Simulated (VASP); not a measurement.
# Ru (Fm-3m) in VASP: a series of runs

The runs below take Ru through single point, with r2SCAN.

All numbers are computed with VASP 6.6.1; they aren't measurements. Logs are shortened: lines on timing, memory, paths and dates and some standing lists are left out, and cuts for length are marked.

## (1) The cell of the first run

The structure is cubic, space group Fm-3m (No. 225). Conventional cell: a = 3.885 Å, b = 3.885 Å, c = 3.885 Å, α = 90.00°, β = 90.00°, γ = 90.00°. Ru (site symmetry m-3m) has 12 Ru at 2.75 Å within 3.6 Å.

## (2) Single point, r2SCAN (volume scaled by 1.08)

File POSCAR:

```
Ru
1.0
    0.0000000000      1.9424100581      1.9424100581
    1.9424100581      0.0000000000      1.9424100581
    1.9424100581      1.9424100581      0.0000000000
Ru
1
Direct
    0.0000000000      0.0000000000      0.0000000000
```

File INCAR.step1:

```
SYSTEM = Ru
PREC     = Accurate       ! precision mode
ENCUT    = 520            ! plane-wave cutoff, eV
ISMEAR   = -1             ! smearing method
SIGMA    = 0.1            ! smearing width, eV
LREAL    = .FALSE.        ! projectors in reciprocal space
LASPH    = .TRUE.         ! aspherical terms in the spheres
NELM     = 60             ! most SCF steps
NBANDS   = 13             ! bands
GGA      = PE             ! functional
ALGO     = Normal         ! electronic algorithm
EDIFF    = 1E-4           ! SCF threshold, eV
LWAVE    = .TRUE.         ! write WAVECAR
LCHARG   = .FALSE.        ! write CHGCAR
```

File INCAR.step2:

```
SYSTEM = Ru
PREC     = Accurate       ! precision mode
ENCUT    = 520            ! plane-wave cutoff, eV
EDIFF    = 1E-7           ! SCF threshold, eV
ISMEAR   = -1             ! smearing method
SIGMA    = 0.1            ! smearing width, eV
LREAL    = .FALSE.        ! projectors in reciprocal space
LASPH    = .TRUE.         ! aspherical terms in the spheres
NELM     = 60             ! most SCF steps
ALGO     = Normal         ! electronic algorithm
ISIF     = 2              ! what is computed and relaxed
LWAVE    = .FALSE.        ! write WAVECAR
LCHARG   = .FALSE.        ! write CHGCAR
METAGGA  = R2SCAN         ! meta-GGA
LMIXTAU  = .TRUE.       
NBANDS   = 13             ! bands
ISTART   = 1
```

File KPOINTS:

```
regular mesh
0
G
  16 16 16
  0 0 0
```

Potentials or basis: VASP PAW PBE potentials, release 64 (Ru_pv).

Command:

```console
$ cat potpaw_PBE.64/Ru_pv/POTCAR > POTCAR
$ cp INCAR.step1 INCAR
$ mpirun -np 1 vasp_std > vasp.out
$ cp INCAR.step2 INCAR
$ mpirun -np 1 vasp_std > vasp.out
```

OUTCAR:

```text
SYSTEM = Ru
   PREC = Accurate
   ENCUT = 520
   EDIFF = 1E-7
   ISMEAR = -1
   LREAL = .FALSE.
   LASPH = .TRUE.
   NELM = 60
   ISIF = 2
   METAGGA = R2SCAN
   ISTART = 1

 ion  position               nearest neighbor table
   1  0.000  0.000  0.000-

  LATTYP: Found a face centered cubic cell.
 ALAT       =     3.8848201162

  Lattice vectors:

 A1 = (   0.0000000000,   1.9424100581,   1.9424100581)
 A2 = (   1.9424100581,   0.0000000000,   1.9424100581)
 A3 = (   1.9424100581,   1.9424100581,   0.0000000000)

Analysis of symmetry for initial positions (statically):
=====================================================================
 Subroutine PRICEL returns:
 Original cell was already a primitive cell.

 Routine SETGRP: Setting up the symmetry group for a
 face centered cubic supercell.

 Subroutine GETGRP returns: Found 48 space group operations
 (whereof 48 operations were pure point group operations)
 out of a pool of 48 trial point group operations.

The static configuration has the point symmetry O_h .

Analysis of symmetry for dynamics (positions and initial velocities):
=====================================================================
 Subroutine PRICEL returns:
 Original cell was already a primitive cell.

 Routine SETGRP: Setting up the symmetry group for a
 face centered cubic supercell.

 Subroutine GETGRP returns: Found 48 space group operations
 (whereof 48 operations were pure point group operations)
 out of a pool of 48 trial point group operations.

The dynamic configuration has the point symmetry O_h .

 Subroutine INISYM returns: Found 48 space group operations
 (whereof 48 operations are pure point group operations),
 and found     1 'primitive' translations

----------------------------------------------------------------------------------------

                                     Primitive cell

  volume of cell :      14.6573

  direct lattice vectors                    reciprocal lattice vectors
     0.000000000  1.942410058  1.942410058    -0.257412176  0.257412176  0.257412176
     1.942410058  0.000000000  1.942410058     0.257412176 -0.257412176  0.257412176
     1.942410058  1.942410058  0.000000000     0.257412176  0.257412176 -0.257412176

  length of vectors
     2.746982648  2.746982648  2.746982648     0.445850968  0.445850968  0.445850968

  position of ions in fractional coordinates (direct lattice)
     0.000000000  0.000000000  0.000000000

  ion indices of the primitive-cell ions
   primitive index   ion index
                 1           1

----------------------------------------------------------------------------------------

 KPOINTS: regular mesh

Automatic generation of k-mesh.
 Grid dimensions read from file:
 generate k-points for:   16   16   16

 Generating k-lattice:

  Cartesian coordinates                     Fractional coordinates (reciprocal lattice)
    -0.016088261  0.016088261  0.016088261     0.062500000  0.000000000  0.000000000
     0.016088261 -0.016088261  0.016088261     0.000000000  0.062500000  0.000000000
     0.016088261  0.016088261 -0.016088261     0.000000000  0.000000000  0.062500000

  Length of vectors
     0.027865685  0.027865685  0.027865685

  Shift w.r.t. Gamma in fractional coordinates (k-lattice)
     0.000000000  0.000000000  0.000000000

 Subroutine IBZKPT returns following result:
 ===========================================

 Found    145 irreducible k-points:

 Following reciprocal coordinates:
            Coordinates               Weight
  0.000000  0.000000  0.000000      1.000000
  0.062500  0.000000  0.000000      8.000000
  0.125000  0.000000  0.000000      8.000000
  0.187500  0.000000  0.000000      8.000000
  0.250000  0.000000  0.000000      8.000000
  0.312500  0.000000  0.000000      8.000000
[... 16 lines left out ...]
 -0.125000  0.062500  0.000000     24.000000
 -0.062500  0.062500  0.000000     12.000000
 [... further k-points ...]
   k-points           NKPTS =    145   k-points in BZ     NKDIM =    145   number of bands    NBANDS=     13
   number of dos      NEDOS =    301   number of ions     NIONS =      1
   total plane-waves  NPLWV =   8000
   dimension x,y,z NGX =    20 NGY =   20 NGZ =   20
   dimension x,y,z NGXF=    40 NGYF=   40 NGZF=   40
   ions per type =               1
   NGX,Y,Z   is equivalent  to a cutoff of  12.10, 12.10, 12.10 a.u.
   NGXF,Y,Z  is equivalent  to a cutoff of  24.21, 24.21, 24.21 a.u.
 SYSTEM =  Ru
   PREC   = accura    normal or accurate (medium, high low for compatibility)
   ISTART =      1    job   : 0-new  1-cont  2-samecut
   ICHARG =      0    charge: 1-file 2-atom 10-const
   ISPIN  =      1    spin polarized calculation?
   LNONCOLLINEAR =      F non collinear calculations
   LSORBIT =      F    spin-orbit coupling
   LASPH  =      T    aspherical Exc in radial PAW
   ENCUT  =  520.0 eV  38.22 Ry    6.18 a.u.   5.11  5.11  5.11*2*pi/ulx,y,z
   NELM   =     60;   NELMIN=  2; NELMDL=  0     # of ELM steps
   EDIFF  = 0.1E-06   stopping-criterion for ELM
   LREAL  =      F    real-space projection
   EDIFFG = 0.1E-05   stopping-criterion for IOM
   NSW    =      0    number of steps for IOM
   IBRION =     -1    ionic relax: 0-MD 1-quasi-New 2-CG
   NFREE  =      0    steps in history (QN), initial steepest desc. (CG)
   ISIF   =      2    stress and relaxation
   ISYM   =      2    0-nonsym 1-usesym 2-fastsym
   POTIM  = 0.5000    time-step for ionic-motion
   TEBEG  =    0.0;   TEEND  =   0.0 temperature during run
   PSTRESS=    0.0 pullay stress
   NELECT =      14.0000    total number of electrons
   NUPDOWN=      -1.0000    fix difference up-down
   EMIN   =  10.00;   EMAX   =-10.00  energy-range for DOS
   EFERMI =   0.00;   METHOD = LEGACY
   ISMEAR =    -1;   SIGMA  =   0.10  broadening in eV -4-tet -1-fermi 0-gaus
   EFERMI_NEDOS =   21; number of points for ismear=-14 and -15
   IALGO  =     38    algorithm
   IMIX   =      4    mixing-type and parameters
     AMIX     =   0.40;   BMIX     =  1.00
     AMIX_MAG =   1.60;   BMIX_MAG =  1.00
  volume/ion in A,a.u.               =      14.66        98.91
  Fermi-wavevector in a.u.,A,eV,Ry     =   1.612253  3.046717 35.366447  2.599361
  Thomas-Fermi vector in A             =   2.707513
   LORBIT       =      0    0 simple, 1 ext, 2 COOP (PROOUT), +10 PAW based schemes
   METAGGA = R2SCAN    functional components
   LHFCALC =     F    Hartree Fock is set to
   AEXX    =    0.0000 exact exchange contribution
   IVDW    =     0    specifies the selected vdW correction
   LEPSILON=     F    determine dielectric tensor
   LRPA    =     F    only Hartree local field effects (RPA)
 non-spin polarized calculation
  energy-cutoff  :      520.00
  volume of cell :       14.66
 maximum number of plane-waves:       411
   NGX = 11   NGY = 11   NGZ = 11

 number of electron      13.9999994 magnetization

 Free energy of the ion-electron system (eV)
  ---------------------------------------------------
  ext. energy  EPLUGINS =         0.00000000
  ---------------------------------------------------
  free energy    TOTEN  =       -25.25285026 eV

  energy without entropy =      -25.21413142  energy(sigma->0) =      -25.23349084

 E-fermi :  11.3122     XC(G=0): -14.8637

 val. band max:       11.3059249175   @ k =   0.1875   0.0625   0.0000
 cond. band min:      11.3223101615   @ k =   0.2500   0.0000   0.0000
 fundamental gap:      0.0163852440
 Fermi energy:        11.3122289958

 k-point     1 :       0.0000    0.0000    0.0000
  band No.  band energies     occupation
      1     -32.4681      2.00000
      2     -32.4681      2.00000
      3     -32.4681      2.00000
      4       3.4889      2.00000
      5       8.9011      2.00000
      6       8.9011      2.00000
      7       8.9011      2.00000
      8      11.1498      1.67079
      9      11.1498      1.67079
     10      19.7956      0.00000
     11      27.0407      0.00000
     12      32.7206      0.00000
     13      32.7206      0.00000

 k-point     2 :       0.0625    0.0000    0.0000
  band No.  band energies     occupation
      1     -32.5035      2.00000
      2     -32.4728      2.00000
      3     -32.4728      2.00000
      4       3.6514      2.00000
      5       8.8196      2.00000
      6       8.9672      2.00000
      7       8.9672      2.00000
      8      11.1101      1.76601
      9      11.1101      1.76601
     10      19.7956      0.00000
     11      27.2962      0.00000
     12      31.8900      0.00000
     13      32.9704      0.00000

 k-point     3 :       0.1250    0.0000    0.0000
  band No.  band energies     occupation
      1     -32.6037      2.00000
      2     -32.4861      2.00000
      3     -32.4861      2.00000
      4       4.1113      2.00000
      5       8.6239      2.00000
      6       9.1314      2.00000
      7       9.1314      2.00000
      8      11.0342      1.88321
      9      11.0342      1.88321
     10      19.7957      0.00000
     11      27.9676      0.00000
     12      30.2542      0.00000
     13      33.6911      0.00000

 k-point     4 :       0.1875    0.0000    0.0000
  band No.  band energies     occupation
      1     -32.7517      2.00000
      2     -32.5058      2.00000
      3     -32.5058      2.00000
      4       4.7648      2.00000
      5       8.4647      2.00000
      6       9.2802      2.00000
      7       9.2802      2.00000
      8      11.0552      1.85786
      9      11.0552      1.85786
     10      19.7957      0.00000
     11      28.5099      0.00000
     12      28.7238      0.00000
     13      34.7956      0.00000

 k-point     5 :       0.2500    0.0000    0.0000
  band No.  band energies     occupation
      1     -32.9235      2.00000
      2     -32.5290      2.00000
      3     -32.5290      2.00000
      4       5.3693      2.00000
      5       8.6211      2.00000
      6       9.2749      2.00000
      7       9.2749      2.00000
      8      11.3223      0.94964
      9      11.3223      0.94963
     10      19.7957      0.00000
     11      26.7784      0.00000
     12      28.9364      0.00000
     13      36.0709      0.00000
[... 257 lines left out ...]
 k-point    22 :      -0.1875    0.0625    0.0000
  band No.  band energies     occupation
      1     -32.8147      2.00000
      2     -32.5467      2.00000
      3     -32.5040      2.00000
      4       5.1224      2.00000
      5       8.3208      2.00000
      6       9.3318      2.00000
      7       9.3962      2.00000
      8      10.7525      1.99261
      9      11.5077      0.24816
     10      19.7957      0.00000
     11      28.0217      0.00000
     12      29.0555      0.00000
     13      33.9807      0.00000

 k-point    23 :      -0.1250    0.0625    0.0000
  band No.  band energies     occupation
      1     -32.6630      2.00000
      2     -32.5194      2.00000
      3     -32.4855      2.00000
      4       4.4497      2.00000
      5       8.4453      2.00000
      6       9.2514      2.00000
      7       9.2758      2.00000
      8      10.7591      1.99211
      9      11.2567      1.27089
     10      19.7957      0.00000
     11      28.4268      0.00000
     12      29.6576      0.00000
     13      33.2227      0.00000

 k-point    24 :      -0.0625    0.0625    0.0000
  band No.  band energies     occupation
      1     -32.5532      2.00000
      2     -32.4935      2.00000
      3     -32.4745      2.00000
      4       3.9143      2.00000
      5       8.6703      2.00000
      6       9.0584      2.00000
      7       9.1074      2.00000
      8      10.9380      1.95369
      9      11.1740      1.59860
     10      19.7957      0.00000
     11      27.6964      0.00000
     12      31.0930      0.00000
     13      32.8490      0.00000

 [... further k-points ...]
[... 5 lines left out ...]
  --------------------------------------------------------------------------------------
  -------------------------------------------------------------------------------------
  Total       -1.8481152     -1.8481152     -1.8481152      0.0000000      0.0000000     -0.0000000
  in kB     -202.0165080   -202.0165080   -202.0165080      0.0000000      0.0000000     -0.0000000
  external PRESSURE =    -202.0165080 kB  Pullay stress =       0.0000000 kB

 VOLUME and BASIS-vectors are now :
 -----------------------------------------------------------------------------
  energy-cutoff  :      520.00
  volume of cell :       14.66
      direct lattice vectors                 reciprocal lattice vectors
     0.000000000  1.942410058  1.942410058    -0.257412176  0.257412176  0.257412176
     1.942410058  0.000000000  1.942410058     0.257412176 -0.257412176  0.257412176
     1.942410058  1.942410058  0.000000000     0.257412176  0.257412176 -0.257412176

 POSITION                                       TOTAL-FORCE (eV/Angst)
 -----------------------------------------------------------------------------------
      0.00000      0.00000      0.00000         0.000000     -0.000000     -0.000000
 -----------------------------------------------------------------------------------
    total drift:                                0.000000      0.000000      0.000000

  FREE ENERGIE OF THE ION-ELECTRON SYSTEM (eV)
  ---------------------------------------------------
  free  energy   TOTEN  =       -25.2528502612 eV

  energy  without entropy=      -25.2141314217  energy(sigma->0) =      -25.23349084
```

Wall time 84 s (1 thread of Intel Xeon Platinum 8259CL at 2.50GHz (Skylake/Cascade Lake), shared host); peak memory 0.15 GiB.

Results:

| Item | Value |
| --- | --- |
| Free energy | -25.2529 eV |
| Pressure | -20.2 GPa |
| Band gap on the k mesh | zero (band 7 reaches 13.37 eV, above the bottom of band 8 at 10.04 eV) |

Levels at points of the mesh, in eV from the Fermi level:
```csv
k point,band 3,band 4,band 5,band 6,band 7,band 8,band 9,band 10,band 11,band 12
"(0.00, 0.00, 0.00)",-43.78,-7.82,-2.41,-2.41,-2.41,-0.16,-0.16,8.48,15.73,21.41
"(0.50, 0.00, 0.00)",-43.90,-5.80,-2.53,-2.53,1.01,1.57,1.57,8.48,9.60,15.33
"(0.50, 0.50, 0.00)",-44.10,-6.01,-5.57,1.51,2.05,2.05,3.55,8.48,13.21,13.58
```

Caveat: the PAW data sets were made with another functional, which shifts forces and pressure a little.

[end of part 1 of 2]
